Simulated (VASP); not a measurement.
Crystal: GaMo.

```xyz
2
Lattice="0.0000 2.4547 2.4547 2.4547 0.0000 2.4547 2.4547 2.4547 0.0000" Properties=species:S:1:pos:R:3 pbc="T T T"
Ga    3.6820    3.6820    3.6820
Mo    0.0000    0.0000    0.0000
```

| Quantity | Value |
| --- | --- |
| Program | VASP 6.6.1 |
| Task | relaxation of cell and atoms |
| Functional | PBE |
| Potentials or basis | VASP PAW PBE potentials, release 64 (Ga_d, Mo_sv) |
| Cutoff | 600 eV |
| k mesh | 7 × 7 × 7 |
| Occupations | gaussian, width 0.2 eV |
| Spin | no spin polarisation |

At the start: pressure 96.2 GPa; volume 14.79 Å³/atom.

Problem. Where does the relaxation end?

Solution. Over 11 steps the energy falls by 1686.0 meV/atom and the volume is 23.26 Å³/atom (+57.3 %); space group F-43m (No. 216, to 0.05 Å).

The path:
```
step  energy change (eV)  largest force (eV/Å)  pressure (GPa)  volume (Å³)
   1              0.0000                0.0000           96.22        29.58
   2             -0.2910                0.0000          -11.36        86.23
   3            748.2780                0.0000           45.33        47.80
   4             -1.6995                0.0000          -12.71        72.64
   5             -2.8060                0.0000          -10.91        59.36
   6             -3.1787                0.0000           -7.99        53.37
   7             -3.2988                0.0000           -5.43        50.54
   8             -3.3389                0.0000           -3.84        49.16
   9             -3.3533                0.0000           -2.95        48.48
  10             -3.3688                0.0000            1.36        45.77
  11             -3.3719                0.0000           -0.03        46.53
```

Final structure:
```
Ga Mo
1.0
     0.00000    2.85473    2.85473
     2.85473    0.00000    2.85473
     2.85473    2.85473    0.00000
Ga Mo
1 1
Direct
  0.75000 0.75000 0.75000
  0.00000 0.00000 0.00000
```

Caveat: the volume moved by over 15 % at a fixed basis, so the end points are rough.
